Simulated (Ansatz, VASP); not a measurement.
# Ge in VASP and in Ansatz

Contents of INCAR:

```
SYSTEM = Ge
AGGAC = 1.0 ; AGGAX = 1.0
ALDAC = 0.0 ; ALDAX = 1.0
ALGO = Normal ; EDIFF = 1E-7
EDIFFG = -0.01 ; ENCUT = 600
GGA = B5 ; IBRION = 2
ISIF = 3 ; ISMEAR = -1
IVDW = 12 ; LASPH = .TRUE.
LCHARG = .FALSE. ; LREAL = .FALSE.
LWAVE = .FALSE. ; NELM = 100
NSW = 60 ; PREC = Accurate
SIGMA = 0.05 ; VDW_A1 = 0.4298
VDW_A2 = 4.2359 ; VDW_S6 = 1.0
VDW_S8 = 2.6996
```

Contents of KPOINTS:

```
k-points
0
G
  10 10 6
  0 0 0
```

File POSCAR:

```
Ge
1.0
    1.4880529250     -2.5946896100      0.0000000000
    1.4880529250      2.5946896100      0.0000000000
    0.0000000000      0.0000000000      4.7275957900
Ge
2
Direct
    0.3334466300      0.6665533700      0.2500000000
    0.6665533700      0.3334466300      0.7500000000
```

The input input.yaml:

```yaml
crystal:
  lattice:
    - [1.488052925, -2.59468961, 0.0]
    - [1.488052925, 2.59468961, 0.0]
    - [0.0, 0.0, 4.72759579]
  atoms:
    - { symbol: Ge, position: [0.33344663, 0.66655337, 0.25] }
    - { symbol: Ge, position: [0.66655337, 0.33344663, 0.75] }
hamiltonian:
  xc: blyp
  pseudopotentials: { kind: paw }
  dispersion: d3bj
kpoints:
  mp_grid: { grid: [10, 10, 6] }
scf:
  occupations: { method: fermi_dirac, width: 0.05 }
output:
  forces: true
  stress: true
  eigenvalues: true
  write_density: true
  write_potential: true
  elf: true
  volumetric_format: npy
relax:
  f_tol: 0.01
  max_steps: 40
  cell: { stress_tol: 0.05 }
```

Alike in both runs: task relaxation of cell and atoms; functional BLYP; dispersion D3(BJ); k mesh 10 × 10 × 6; occupations fermi-dirac, width 0.05 eV; no spin polarisation.

|  | VASP | Ansatz |
| --- | --- | --- |
| version | VASP 6.6.1 | Ansatz 0.2.0 |
| potentials or method | VASP PAW PBE potentials, release 64 (Ge_d) | Ansatz PAW |
| plane-wave cutoff (eV) | 600 | 420 |
| valence electrons in the cell | 28 | 28 |

```tsv
	VASP	Ansatz	Ansatz less VASP
gap on the k mesh at the Fermi level, each at its own relaxed structure (eV)	none	none	-
relaxed volume (Å³/atom)	19.29	19.27	-0.023
relaxed length of the cell vector where the two differ most in proportion (Å)	4.893	4.891	-0.0017
```

VASP's potentials were made for PBE, not for BLYP. A gap of «none» marks a metal or a gap that the smearing closes.

Noted on Ansatz's run: the plane-wave basis is chosen anew once the cell has moved, so the energies of steps on either side of that aren't comparable.
